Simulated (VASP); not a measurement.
Set up this calculation in VASP 6.6.1, as the native input.

```
Task                   : single point
Functional             : PBEsol
Potentials or basis    : VASP PAW PBE potentials, release 64 (Ir)
Cutoff                 : 520 eV
k mesh                 : 7 × 7 × 7
Occupations            : fermi-dirac, width 0.1 eV
Spin                   : no spin polarisation
Dipole correction      : no
Further INCAR settings : ALGO = Normal; EDIFF = 1e-06; NBANDS = 46
```

The structure of Ir lies in POSCAR:

```
Ir
1.0
    4.8916215679      0.0000000000      0.0000000000
    0.0000000000      4.8916215679      0.0000000000
    0.0000000000      0.0000000000      4.8916215679
Ir
8
Direct
    0.0000000000      0.0000000000      1.0000000000
    0.5000000000      0.5000000000      0.5000000000
    0.2500000000      0.0000000000      0.5000000000
    0.7500000000      0.0000000000      0.5000000000
    0.5000000000      0.2500000000      1.0000000000
    0.5000000000      0.7500000000      1.0000000000
    1.0000000000      0.5000000000      0.2500000000
    1.0000000000      0.5000000000      0.7500000000
```

These files were run (other wordings do the same):

INCAR

```
PREC = Accurate ; ENCUT = 520
EDIFF = 1E-6 ; ISMEAR = -1
SIGMA = 0.1 ; LREAL = False
LASPH = True ; NELM = 60
ALGO = Normal ; ISIF = 2
LWAVE = False ; LCHARG = False
GGA = PS ; NBANDS = 46
```

KPOINTS

```
Automatic mesh
0
Gamma
  7 7 7
```

Potentials or basis: VASP PAW PBE potentials, release 64 (Ir).

Command:

```console
$ cat potpaw_PBE.64/Ir/POTCAR > POTCAR
$ mpirun -np 1 vasp_std > vasp.out
```

It gave:

| Property | Result |
| --- | --- |
| Pressure | 1.0 GPa |
| Band gap on the k mesh | zero (bands 36 and 37 overlap by 0.68 eV) |

Caveat: the PAW data sets were made with another functional, which shifts forces and pressure a little; spin-orbit coupling is left out, which moves the levels of the heavy elements.

It took 2.7 min on 1 thread of AMD EPYC 7R43 64-Core Processor (Zen 3) (shared host), peak memory 0.21 GiB.
